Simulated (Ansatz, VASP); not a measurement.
# Two plane-wave programs on InP

The input INCAR:

```
SYSTEM = InP
PREC = Accurate ; ENCUT = 520
EDIFF = 1E-6 ; ISMEAR = 0
SIGMA = 0.15 ; LREAL = .False.
LASPH = .True. ; NELM = 100
ALGO = Normal ; ISIF = 2
LWAVE = .False. ; LCHARG = .False.
GGA = PE ; NBANDS = 16
```

The input KPOINTS:

```
regular mesh
0
Gamma
  14 14 14
  0 0 0
```

File POSCAR:

```
InP
1.0
    0.0000000000      2.7701982124      2.7701982124
    2.5762843375      0.0000000000      2.7701982124
    2.5762843375      2.7701982124      0.0000000000
In P
1 1
Direct
    0.0000000000      0.0000000000      0.0000000000
    0.5000000000      0.5000000000      0.5000000000
```

Input for Ansatz:

```yaml
crystal:
  lattice:
    - [0.0, 2.7701982124, 2.7701982124]
    - [2.5762843375, 0.0, 2.7701982124]
    - [2.5762843375, 2.7701982124, 0.0]
  atoms:
    - { symbol: In, position: [0.0, 0.0, 0.0] }
    - { symbol: P, position: [0.5, 0.5, 0.5] }
basis:
  ecutwfc: 420
kpoints:
  mp_grid: { grid: [14, 14, 14] }
hamiltonian:
  xc: pbe
  pseudopotentials: { kind: paw, azcp: { folder: soft_1 } }
scf:
  occupations: { method: gaussian, width: 0.15 }
output:
  forces: true
  stress: true
  eigenvalues: true
  write_density: true
  write_potential: true
  elf: true
  volumetric_format: npy
```

Change from the starting cell: mode 4 frozen in at +0.000 Å, normal strain along x -0.0700.

Alike in both runs: task single point; functional PBE; k mesh 14 × 14 × 14; occupations gaussian, width 0.15 eV; no spin polarisation.

```csv
,VASP,Ansatz
version,VASP 6.6.1,Ansatz 0.2.0
potentials or method,"VASP PAW PBE potentials, release 64 (In_d, P), cutoff 520 eV","scalar-relativistic, plane waves, PAW"
valence electrons in the cell,18,18
```

Ansatz gave:

- gap on the k mesh at the Fermi level (eV): none
- pressure (GPa): 7.3
- traceless stress, the component that is largest in VASP (GPa): 8.29

Which values does VASP return?

gap on the k mesh at the Fermi level (eV): none; pressure (GPa): 7.3; traceless stress, the component that is largest in VASP (GPa): 8.24.

A gap of «none» marks a metal or a gap that the smearing closes. The functional is the same, so the differences come from potentials, cutoffs and numerics.
